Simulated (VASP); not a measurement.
# Sr3O2 (P1) in VASP: single point with PBE

Aim: the single point of Sr3O2 with PBE.

All numbers are computed with VASP 6.6.1; they aren't measurements. Logs are shortened: lines on timing, memory, paths and dates and some standing lists are left out, and cuts for length are marked.

## (1) The cell of the first run

The typed cell holds 10 atoms: a = 5.004 Å, b = 5.161 Å, c = 10.488 Å, α = 91.76°, β = 93.90°, γ = 92.75°.

## (2) Single point, PBE

Input file INCAR:

```
SYSTEM = Sr3O2
PREC = Accurate ; ENCUT = 520
EDIFF = 1E-7 ; ISMEAR = 0
SIGMA = 0.1 ; LREAL = .False.
LASPH = .True. ; NELM = 100
ALGO = Normal ; ISIF = 2
LWAVE = .False. ; LCHARG = .True.
GGA = PE ; LELF = .True.
LVHAR = .True. ; NBANDS = 53
```

Input file KPOINTS:

```
regular mesh
0
Gamma
  4 4 2
  0 0 0
```

Input file POSCAR:

```
Sr3O2
1.0
    5.0042870789      0.0000000000      0.0000000000
   -0.2479881240      5.1547335506      0.0000000000
   -0.7140715724     -0.3563748571     10.4570940434
Sr O
6 4
Direct
    0.0018273563      0.4315565723      0.2399961211
    0.0049451369      0.5025864321      0.7918785543
    0.4601679541      0.4355011558      0.0291305849
    0.4534617151      0.4707262017      0.5273667730
    0.5368046098      0.9399597367      0.2933441866
    0.5703096621      0.9968041544      0.7968377264
    0.5065770452      0.4310417076      0.2719876973
    0.4968288815      0.5119896357      0.7665277339
    0.0423436861      0.8971343785      0.2826467502
    0.9267339528      0.3827000252      0.0002838723
```

Potentials or basis: VASP PAW PBE potentials, release 64 (Sr_sv, O).

Started as:

```
cat potpaw_PBE.64/Sr_sv/POTCAR potpaw_PBE.64/O/POTCAR > POTCAR
mpirun -np 1 vasp_std > vasp.out
```

OUTCAR:

```text
SYSTEM = Sr3O2
   PREC = Accurate
   ENCUT = 520
   EDIFF = 1E-7
   ISMEAR = 0
   LREAL = .False.
   LASPH = .True.
   NELM = 100
   ISIF = 2
   GGA = PE

 ion  position               nearest neighbor table
   1  0.002  0.432  0.240-   9 2.43  10 2.52   7 2.52   7 2.53   9 2.82   3 3.29   3 3.38   5 3.44
                             4 3.64   5 3.65   5 3.66   5 3.80   4 4.22   2 4.73
   2  0.005  0.503  0.792-  10 2.34   8 2.49   8 2.54   3 3.30   6 3.32   6 3.43   4 3.69   6 3.71
                             4 3.77   3 3.82   6 3.94   1 4.73
   3  0.460  0.436  0.029-  10 2.40   7 2.54  10 2.67   8 2.81   1 3.29   2 3.30   6 3.37   1 3.38
                             5 3.73   2 3.82   5 3.84   6 3.88
   4  0.453  0.471  0.527-   8 2.50   7 2.71   5 3.53   1 3.64   5 3.68   2 3.69   2 3.77   6 3.83
                             6 3.85   1 4.22
   5  0.537  0.940  0.293-   9 2.47   9 2.56   7 2.56   7 2.63   1 3.44   4 3.53   1 3.65   1 3.66
                             4 3.68   3 3.73   1 3.80   3 3.84
   6  0.570  0.997  0.797-   8 2.52   8 2.73  10 3.25   2 3.32   3 3.37   2 3.43   2 3.71   4 3.83
                             4 3.85   3 3.88   2 3.94
   7  0.507  0.431  0.272-   1 2.52   1 2.53   3 2.54   5 2.56   5 2.63   4 2.71
   8  0.497  0.512  0.767-   2 2.49   4 2.50   6 2.52   2 2.54   6 2.73   3 2.81
   9  0.042  0.897  0.283-   1 2.43   5 2.47   5 2.56   1 2.82
  10  0.927  0.383  0.000-   2 2.34   3 2.40   1 2.52   3 2.67   6 3.25

  LATTYP: Found a triclinic cell.
 ALAT       =     5.0042870789
 B/A-ratio  =     1.4705770406
 C/A-ratio  =     2.0957036906
 COS(alpha) =     0.0247926251
 COS(beta)  =     0.0680878546
 COS(gamma) =     0.7137029251

  Lattice vectors:

 A1 = (   5.0042870789,   0.0000000000,   0.0000000000)
 A2 = (   5.2522752029,  -5.1547335506,   0.0000000000)
 A3 = (   0.7140715724,   0.3563748571, -10.4570940434)

Analysis of symmetry for initial positions (statically):
=====================================================================
 Subroutine PRICEL returns:
 Original cell was already a primitive cell.

 Routine SETGRP: Setting up the symmetry group for a
 triclinic supercell.

 Subroutine GETGRP returns: Found  1 space group operations
 (whereof  1 operations were pure point group operations)
 out of a pool of  2 trial point group operations.

The static configuration has the point symmetry C_1 .

Analysis of symmetry for dynamics (positions and initial velocities):
=====================================================================
 Subroutine PRICEL returns:
 Original cell was already a primitive cell.

 Routine SETGRP: Setting up the symmetry group for a
 triclinic supercell.

 Subroutine GETGRP returns: Found  1 space group operations
 (whereof  1 operations were pure point group operations)
 out of a pool of  2 trial point group operations.

The dynamic configuration has the point symmetry C_1 .

 Subroutine INISYM returns: Found  1 space group operations
 (whereof  1 operations are pure point group operations),
 and found     1 'primitive' translations

----------------------------------------------------------------------------------------

                                     Primitive cell

  volume of cell :     269.7488

  direct lattice vectors                    reciprocal lattice vectors
     5.004287079  0.000000000  0.000000000     0.199828664  0.009613520  0.013973097
    -0.247988124  5.154733551  0.000000000     0.000000000  0.193996448  0.006611345
    -0.714071572 -0.356374857 10.457094043     0.000000000  0.000000000  0.095628862

  length of vectors
     5.004287079  5.160695310 10.487502900     0.200547157  0.194109072  0.095628862

  position of ions in fractional coordinates (direct lattice)
     0.001827356  0.431556572  0.239996121
     0.004945137  0.502586432  0.791878554
     0.460167954  0.435501156  0.029130585
     0.453461715  0.470726202  0.527366773
     0.536804610  0.939959737  0.293344187
     0.570309662  0.996804154  0.796837726
     0.506577045  0.431041708  0.271987697
     0.496828882  0.511989636  0.766527734
     0.042343686  0.897134378  0.282646750
     0.926733953  0.382700025  0.000283872

  ion indices of the primitive-cell ions
   primitive index   ion index
                 1           1
                 2           2
                 3           3
                 4           4
                 5           5
                 6           6
                 7           7
                 8           8
                 9           9
                10          10

----------------------------------------------------------------------------------------

 KPOINTS: regular mesh

Automatic generation of k-mesh.
 Grid dimensions read from file:
 generate k-points for:    4    4    2

 Generating k-lattice:

  Cartesian coordinates                     Fractional coordinates (reciprocal lattice)
     0.049957166  0.002403380  0.003493274     0.250000000 -0.000000000  0.000000000
     0.000000000  0.048499112  0.001652836     0.000000000  0.250000000  0.000000000
     0.000000000  0.000000000  0.047814431     0.000000000  0.000000000  0.500000000

  Length of vectors
     0.050136789  0.048527268  0.047814431

  Shift w.r.t. Gamma in fractional coordinates (k-lattice)
     0.000000000  0.000000000  0.000000000

 Subroutine IBZKPT returns following result:
 ===========================================

 Found     20 irreducible k-points:

 Following reciprocal coordinates:
            Coordinates               Weight
  0.000000  0.000000  0.000000      1.000000
  0.250000  0.000000  0.000000      2.000000
  0.500000  0.000000  0.000000      1.000000
  0.000000  0.250000  0.000000      2.000000
  0.250000  0.250000  0.000000      2.000000
  0.500000  0.250000 -0.000000      2.000000
[... 12 lines left out ...]
  0.250000  0.500000  0.500000      2.000000
  0.500000  0.500000  0.500000      1.000000
   k-points           NKPTS =     20   k-points in BZ     NKDIM =     20   number of bands    NBANDS=     53
   number of dos      NEDOS =    301   number of ions     NIONS =     10
   total plane-waves  NPLWV = 128000
   dimension x,y,z NGX =    40 NGY =   40 NGZ =   80
   dimension x,y,z NGXF=    80 NGYF=   80 NGZF=  160
   ions per type =               6   4
   NGX,Y,Z   is equivalent  to a cutoff of  13.29, 12.89, 12.68 a.u.
   NGXF,Y,Z  is equivalent  to a cutoff of  26.58, 25.77, 25.36 a.u.
 SYSTEM =  Sr3O2
   PREC   = accura    normal or accurate (medium, high low for compatibility)
   ISTART =      0    job   : 0-new  1-cont  2-samecut
   ICHARG =      2    charge: 1-file 2-atom 10-const
   ISPIN  =      1    spin polarized calculation?
   LNONCOLLINEAR =      F non collinear calculations
   LSORBIT =      F    spin-orbit coupling
   LASPH  =      T    aspherical Exc in radial PAW
   ENCUT  =  520.0 eV  38.22 Ry    6.18 a.u.   9.30  9.60 19.50*2*pi/ulx,y,z
   NELM   =    100;   NELMIN=  2; NELMDL= -5     # of ELM steps
   EDIFF  = 0.1E-06   stopping-criterion for ELM
   LREAL  =      F    real-space projection
   EDIFFG = 0.1E-05   stopping-criterion for IOM
   NSW    =      0    number of steps for IOM
   IBRION =     -1    ionic relax: 0-MD 1-quasi-New 2-CG
   NFREE  =      0    steps in history (QN), initial steepest desc. (CG)
   ISIF   =      2    stress and relaxation
   ISYM   =      2    0-nonsym 1-usesym 2-fastsym
   POTIM  = 0.5000    time-step for ionic-motion
   TEBEG  =    0.0;   TEEND  =   0.0 temperature during run
   PSTRESS=    0.0 pullay stress
   NELECT =      84.0000    total number of electrons
   NUPDOWN=      -1.0000    fix difference up-down
   EMIN   =  10.00;   EMAX   =-10.00  energy-range for DOS
   EFERMI =   0.00;   METHOD = LEGACY
   ISMEAR =     0;   SIGMA  =   0.10  broadening in eV -4-tet -1-fermi 0-gaus
   EFERMI_NEDOS =   21; number of points for ismear=-14 and -15
   IALGO  =     38    algorithm
   IMIX   =      4    mixing-type and parameters
     AMIX     =   0.40;   BMIX     =  1.00
     AMIX_MAG =   1.60;   BMIX_MAG =  1.00
  volume/ion in A,a.u.               =      26.97       182.04
  Fermi-wavevector in a.u.,A,eV,Ry     =   1.109638  2.096912 16.752815  1.231297
  Thomas-Fermi vector in A             =   2.246180
   LORBIT       =      0    0 simple, 1 ext, 2 COOP (PROOUT), +10 PAW based schemes
   GGA     = PE    functional components
   LHFCALC =     F    Hartree Fock is set to
   AEXX    =    0.0000 exact exchange contribution
   IVDW    =     0    specifies the selected vdW correction
   LEPSILON=     F    determine dielectric tensor
   LRPA    =     F    only Hartree local field effects (RPA)
 non-spin polarized calculation
 Gauss-broadening in eV      SIGMA  =   0.10
  energy-cutoff  :      520.00
  volume of cell :      269.75
 maximum number of plane-waves:      7288
 NGX is ok and might be reduce to    40
   NGX = 19   NGY = 19   NGZ = 39

 number of electron      84.0000000 magnetization

 Free energy of the ion-electron system (eV)
  ---------------------------------------------------
  ext. energy  EPLUGINS =         0.00000000
  ---------------------------------------------------
  free energy    TOTEN  =       -47.38442229 eV

  energy without entropy =      -47.36271812  energy(sigma->0) =      -47.37357020

 E-fermi :   2.5882     XC(G=0):  -8.4044

 val. band max:        2.5811376555   @ k =  -0.2500   0.2500  -0.0000
 cond. band min:       2.6052684859   @ k =   0.2500   0.5000   0.5000
 fundamental gap:      0.0241308305
 Fermi energy:         2.5881555264

 k-point     1 :       0.0000    0.0000    0.0000
  band No.  band energies     occupation
      1     -34.0361      2.00000
      2     -33.9402      2.00000
      3     -33.3323      2.00000
      4     -33.0710      2.00000
      5     -32.6593      2.00000
      6     -32.3317      2.00000
[... 45 lines left out ...]
     52       5.6663      0.00000
     53       5.7389      0.00000
[... 1062 lines left out ...]
     52       5.2484      0.00000
     53       5.4668      0.00000

------------------------ aborting loop because EDIFF is reached ----------------------------------------

  FORCE on cell =-STRESS in cart. coord.  units (eV):
  Direction    XX          YY          ZZ          XY          YZ          ZX
  --------------------------------------------------------------------------------------
  -------------------------------------------------------------------------------------
  Total        0.7864081      0.5663323      2.1961672      0.3174091      0.0327705     -0.0539801
  in kB        4.6708842      3.3637401     13.0441723      1.8852569      0.1946409     -0.3206158
  external PRESSURE =       7.0262655 kB  Pullay stress =       0.0000000 kB

 VOLUME and BASIS-vectors are now :
 -----------------------------------------------------------------------------
  energy-cutoff  :      520.00
  volume of cell :      269.75
      direct lattice vectors                 reciprocal lattice vectors
     5.004287079  0.000000000  0.000000000     0.199828664  0.009613520  0.013973097
    -0.247988124  5.154733551  0.000000000     0.000000000  0.193996448  0.006611345
    -0.714071572 -0.356374857 10.457094043     0.000000000  0.000000000  0.095628862

 POSITION                                       TOTAL-FORCE (eV/Angst)
 -----------------------------------------------------------------------------------
     -0.26925      2.13903      2.50966        -0.019125     -0.138828      0.070199
     -0.66535      2.30849      8.28075        -0.043553      0.015800      0.011016
      2.17401      2.23451      0.30462         0.049880      0.087081      0.044571
      1.77594      2.23853      5.51472        -0.023909     -0.075627     -0.034484
      2.24376      4.74070      3.06753        -0.009840     -0.060492      0.007289
      2.03780      4.85429      8.33261        -0.077774     -0.121428     -0.163603
      2.23395      2.12498      2.84420        -0.026166      0.034912      0.113501
      1.81195      2.36600      8.01565         0.069390     -0.093142      0.076179
     -0.21241      4.52376      2.95566        -0.031166      0.174556     -0.093125
      4.54253      1.97262      0.00297         0.112263      0.177169     -0.031543
 -----------------------------------------------------------------------------------
    total drift:                               -0.000102      0.000742      0.000041

  FREE ENERGIE OF THE ION-ELECTRON SYSTEM (eV)
  ---------------------------------------------------
  free  energy   TOTEN  =       -47.3844222909 eV

  energy  without entropy=      -47.3627181168  energy(sigma->0) =      -47.37357020
```

It took 6.7 min on 1 thread of Intel Xeon Platinum 8259CL at 2.50GHz (Skylake/Cascade Lake), shared host; peak memory 0.47 GiB.

What came out:

```
Free energy            : -47.3844 eV
Pressure               : 0.7 GPa
Largest force          : 0.218 eV/Å
Band gap on the k mesh : zero (band 42 reaches 2.97 eV, above the bottom of band 43 at 2.24 eV)
```

Forces on the atoms (eV/Å):
```
Sr  -0.019 -0.139  0.070
Sr  -0.044  0.016  0.011
Sr   0.050  0.087  0.045
Sr  -0.024 -0.076 -0.034
Sr  -0.010 -0.060  0.007
Sr  -0.078 -0.121 -0.164
O   -0.026  0.035  0.114
O    0.069 -0.093  0.076
O   -0.031  0.175 -0.093
O    0.112  0.177 -0.032
```

Stress tensor (GPa, compression positive):
```
 0.47  0.19 -0.03
 0.19  0.34  0.02
-0.03  0.02  1.30
```
